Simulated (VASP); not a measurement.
# Si (Ibca) in VASP: notebook, part 2 of 3

VASP 6.6.1. The steps go on from the part before.

**4. Single point, PBE (17.47 Å³/atom)**

This run uses another cell than the first one, of 17.47 Å³/atom.

The input, INCAR:

```
PREC = Accurate
ENCUT = 520
EDIFF = 1E-6
ISMEAR = 0
SIGMA = 0.15
LREAL = False
LASPH = True
NELM = 100
ALGO = Normal
ISIF = 2
LWAVE = False
LCHARG = False
GGA = PE
NBANDS = 26
```

The input, KPOINTS:

```
regular mesh
0
Gamma
  10 10 10
```

The input, POSCAR:

```
Si
1.0
   -3.2257621615      3.2257621615      3.3580184101
    3.2257621615     -3.2257621615      3.3580184101
    3.2257621615      3.2257621615     -3.3580184101
Si
8
Direct
    0.2028545115      0.2028545115      0.2028545115
    0.5000000000      0.0000000000      0.2971454885
    0.2971454885      0.5000000000      0.0000000000
    0.0000000000      0.2971454885      0.5000000000
    0.7971454885      0.7971454885      0.7971454885
    0.5000000000      0.0000000000      0.7028545115
    0.7028545115      0.5000000000      0.0000000000
    0.0000000000      0.7028545115      0.5000000000
```

Potentials or basis: VASP PAW PBE potentials, release 64 (Si).

Launch:

```
$ cat potpaw_PBE.64/Si/POTCAR > POTCAR
$ mpirun -np 1 vasp_std > vasp.out
```

OUTCAR:

```text
PREC = Accurate
   ENCUT = 520
   EDIFF = 1E-6
   ISMEAR = 0
   LREAL = False
   LASPH = True
   NELM = 100
   ISIF = 2
   GGA = PE

 ion  position               nearest neighbor table
   1  0.203  0.203  0.203-   5 2.30   2 2.32   4 2.35   3 2.39
   2  0.500  0.000  0.297-   6 2.30   1 2.32   3 2.35   4 2.39
   3  0.297  0.500  0.000-   7 2.30   4 2.32   2 2.35   1 2.39
   4  0.000  0.297  0.500-   8 2.30   3 2.32   1 2.35   2 2.39
   5  0.797  0.797  0.797-   1 2.30   6 2.32   8 2.35   7 2.39
   6  0.500  0.000  0.703-   2 2.30   5 2.32   7 2.35   8 2.39
   7  0.703  0.500  0.000-   3 2.30   8 2.32   6 2.35   5 2.39
   8  0.000  0.703  0.500-   4 2.30   7 2.32   5 2.35   6 2.39

  LATTYP: Found a body centered tetragonal cell.
 ALAT       =     6.4515243230
 C/A-ratio  =     1.0410000000

  Lattice vectors:

 A1 = (  -3.2257621615,   3.2257621615,   3.3580184101)
 A2 = (   3.2257621615,  -3.2257621615,   3.3580184101)
 A3 = (   3.2257621615,   3.2257621615,  -3.3580184101)

Analysis of symmetry for initial positions (statically):
=====================================================================
 Subroutine PRICEL returns:
 Original cell was already a primitive cell.

 Routine SETGRP: Setting up the symmetry group for a
 body centered tetragonal supercell.

 Subroutine GETGRP returns: Found  8 space group operations
 (whereof  2 operations were pure point group operations)
 out of a pool of 16 trial point group operations.

The static configuration has the point symmetry S_2 .
 The point group associated with its full space group is D_2h.

Analysis of symmetry for dynamics (positions and initial velocities):
=====================================================================
 Subroutine PRICEL returns:
 Original cell was already a primitive cell.

 Routine SETGRP: Setting up the symmetry group for a
 body centered tetragonal supercell.

 Subroutine GETGRP returns: Found  8 space group operations
 (whereof  2 operations were pure point group operations)
 out of a pool of 16 trial point group operations.

The dynamic configuration has the point symmetry S_2 .
 The point group associated with its full space group is D_2h.

 Subroutine INISYM returns: Found  8 space group operations
 (whereof  2 operations are pure point group operations),
 and found     1 'primitive' translations

----------------------------------------------------------------------------------------

                                     Primitive cell

  volume of cell :     139.7680

  direct lattice vectors                    reciprocal lattice vectors
    -3.225762162  3.225762162  3.358018410     0.000000000  0.155002128  0.148897337
     3.225762162 -3.225762162  3.358018410     0.155002128  0.000000000  0.148897337
     3.225762162  3.225762162 -3.358018410     0.155002128  0.155002128  0.000000000

  length of vectors
     5.664571536  5.664571536  5.664571536     0.214932726  0.214932726  0.219206112

  position of ions in fractional coordinates (direct lattice)
     0.202854512  0.202854512  0.202854512
     0.500000000  0.000000000  0.297145488
     0.297145488  0.500000000  0.000000000
     0.000000000  0.297145488  0.500000000
     0.797145488  0.797145488  0.797145488
     0.500000000  0.000000000  0.702854512
[... 46 lines left out ...]
 -0.000000  0.200000  0.000000      4.000000
  0.300000  0.000000  0.000000      4.000000
[... 16 lines left out ...]
 -0.300000  0.100000  0.000000      8.000000
  0.000000 -0.200000 -0.100000      8.000000
 [... further k-points ...]
   k-points           NKPTS =    171   k-points in BZ     NKDIM =    171   number of bands    NBANDS=     26
   number of dos      NEDOS =    301   number of ions     NIONS =      8
   total plane-waves  NPLWV =  74088
   dimension x,y,z NGX =    42 NGY =   42 NGZ =   42
   dimension x,y,z NGXF=    84 NGYF=   84 NGZF=   84
   ions per type =               8
   NGX,Y,Z   is equivalent  to a cutoff of  12.33, 12.33, 12.33 a.u.
   NGXF,Y,Z  is equivalent  to a cutoff of  24.65, 24.65, 24.65 a.u.
 SYSTEM =  unknown system
   PREC   = accura    normal or accurate (medium, high low for compatibility)
   ISTART =      0    job   : 0-new  1-cont  2-samecut
   ICHARG =      2    charge: 1-file 2-atom 10-const
   ISPIN  =      1    spin polarized calculation?
   LNONCOLLINEAR =      F non collinear calculations
   LSORBIT =      F    spin-orbit coupling
   LASPH  =      T    aspherical Exc in radial PAW
   ENCUT  =  520.0 eV  38.22 Ry    6.18 a.u.  10.53 10.53 10.53*2*pi/ulx,y,z
   NELM   =    100;   NELMIN=  2; NELMDL= -5     # of ELM steps
   EDIFF  = 0.1E-05   stopping-criterion for ELM
   LREAL  =      F    real-space projection
   EDIFFG = 0.1E-04   stopping-criterion for IOM
   NSW    =      0    number of steps for IOM
   IBRION =     -1    ionic relax: 0-MD 1-quasi-New 2-CG
   NFREE  =      0    steps in history (QN), initial steepest desc. (CG)
   ISIF   =      2    stress and relaxation
   ISYM   =      2    0-nonsym 1-usesym 2-fastsym
   POTIM  = 0.5000    time-step for ionic-motion
   TEBEG  =    0.0;   TEEND  =   0.0 temperature during run
   PSTRESS=    0.0 pullay stress
   NELECT =      32.0000    total number of electrons
   NUPDOWN=      -1.0000    fix difference up-down
   EMIN   =  10.00;   EMAX   =-10.00  energy-range for DOS
   EFERMI =   0.00;   METHOD = LEGACY
   ISMEAR =     0;   SIGMA  =   0.15  broadening in eV -4-tet -1-fermi 0-gaus
   EFERMI_NEDOS =   21; number of points for ismear=-14 and -15
   IALGO  =     38    algorithm
   IMIX   =      4    mixing-type and parameters
     AMIX     =   0.40;   BMIX     =  1.00
     AMIX_MAG =   1.60;   BMIX_MAG =  1.00
  volume/ion in A,a.u.               =      17.47       117.90
  Fermi-wavevector in a.u.,A,eV,Ry     =   1.001511  1.892581 13.646964  1.003024
  Thomas-Fermi vector in A             =   2.133937
   LORBIT       =      0    0 simple, 1 ext, 2 COOP (PROOUT), +10 PAW based schemes
   GGA     = PE    functional components
   LHFCALC =     F    Hartree Fock is set to
   AEXX    =    0.0000 exact exchange contribution
   IVDW    =     0    specifies the selected vdW correction
   LEPSILON=     F    determine dielectric tensor
   LRPA    =     F    only Hartree local field effects (RPA)
 non-spin polarized calculation
 Gauss-broadening in eV      SIGMA  =   0.15
  energy-cutoff  :      520.00
  volume of cell :      139.77
 maximum number of plane-waves:      3790
   NGX = 21   NGY = 21   NGZ = 21

 number of electron      32.0000001 magnetization

 Free energy of the ion-electron system (eV)
  ---------------------------------------------------
  ext. energy  EPLUGINS =         0.00000000
  ---------------------------------------------------
  free energy    TOTEN  =       -41.92651941 eV

  energy without entropy =      -41.91682744  energy(sigma->0) =      -41.92167343

 E-fermi :   7.5901     XC(G=0): -10.1442

 val. band max:        7.5888558308   @ k =  -0.1000   0.5000   0.5000
 cond. band min:       7.5941858809   @ k =   0.5000   0.5000   0.5000
 fundamental gap:      0.0053300501
 Fermi energy:         7.5900696489

 k-point     1 :       0.0000    0.0000    0.0000
  band No.  band energies     occupation
      1      -5.4271      2.00000
      2      -0.8187      2.00000
      3      -0.6555      2.00000
      4      -0.5722      2.00000
      5      -0.2857      2.00000
      6       0.9363      2.00000
[... 685 lines left out ...]
     25      12.6061      0.00000
     26      12.8211      0.00000

 [... further k-points ...]

------------------------ aborting loop because EDIFF is reached ----------------------------------------

  FORCE on cell =-STRESS in cart. coord.  units (eV):
  Direction    XX          YY          ZZ          XY          YZ          ZX
  --------------------------------------------------------------------------------------
  -------------------------------------------------------------------------------------
  Total        6.9804604      7.0664343      1.2706684      0.0000000      0.0000000      0.0000000
  in kB       80.0178539     81.0033830     14.5658240      0.0000000      0.0000000      0.0000000
  external PRESSURE =      58.5290203 kB  Pullay stress =       0.0000000 kB

 VOLUME and BASIS-vectors are now :
 -----------------------------------------------------------------------------
  energy-cutoff  :      520.00
  volume of cell :      139.77
      direct lattice vectors                 reciprocal lattice vectors
    -3.225762162  3.225762162  3.358018410     0.000000000  0.155002128  0.148897337
     3.225762162 -3.225762162  3.358018410     0.155002128  0.000000000  0.148897337
     3.225762162  3.225762162 -3.358018410     0.155002128  0.155002128  0.000000000

 POSITION                                       TOTAL-FORCE (eV/Angst)
 -----------------------------------------------------------------------------------
      0.65436      0.65436      0.68119         0.254030     -0.081824      0.302160
     -0.65436      2.57140      0.68119        -0.254030      0.081824      0.302160
      0.65436     -0.65436      2.67683         0.254030      0.081824     -0.302160
      2.57140      0.65436     -0.68119        -0.254030     -0.081824     -0.302160
      2.57140      2.57140      2.67683        -0.254030      0.081824     -0.302160
      0.65436      3.88012     -0.68119         0.254030     -0.081824     -0.302160
     -0.65436      0.65436      4.03921        -0.254030     -0.081824      0.302160
      3.88012     -0.65436      0.68119         0.254030      0.081824      0.302160
 -----------------------------------------------------------------------------------
    total drift:                                0.000000     -0.000000      0.000000

  FREE ENERGIE OF THE ION-ELECTRON SYSTEM (eV)
  ---------------------------------------------------
  free  energy   TOTEN  =       -41.9265194118 eV

  energy  without entropy=      -41.9168274415  energy(sigma->0) =      -41.92167343
```

It took 4.5 min on 1 thread of Intel Xeon 6975P-C (Granite Rapids), shared host; peak memory 0.54 GiB.

What came out:

- Free energy: -41.9265 eV
- Pressure: 5.9 GPa
- Largest force: 0.403 eV/Å
- Band gap on the k mesh: zero (bands 16 and 17 overlap by 0.19 eV)

Forces on the atoms (eV/Å):
```
Si   0.254 -0.082  0.302
Si  -0.254  0.082  0.302
Si   0.254  0.082 -0.302
Si  -0.254 -0.082 -0.302
Si  -0.254  0.082 -0.302
Si   0.254 -0.082 -0.302
Si  -0.254 -0.082  0.302
Si   0.254  0.082  0.302
```

Stress tensor (GPa, compression positive):
```
8.00 0.00 0.00
0.00 8.10 0.00
0.00 0.00 1.46
```

Caveat: the stress differs along the axes, from 1 to 8 GPa; semilocal functionals underestimate gaps, and a narrow one can read as zero.

(Part 2 of 3 ends here.)
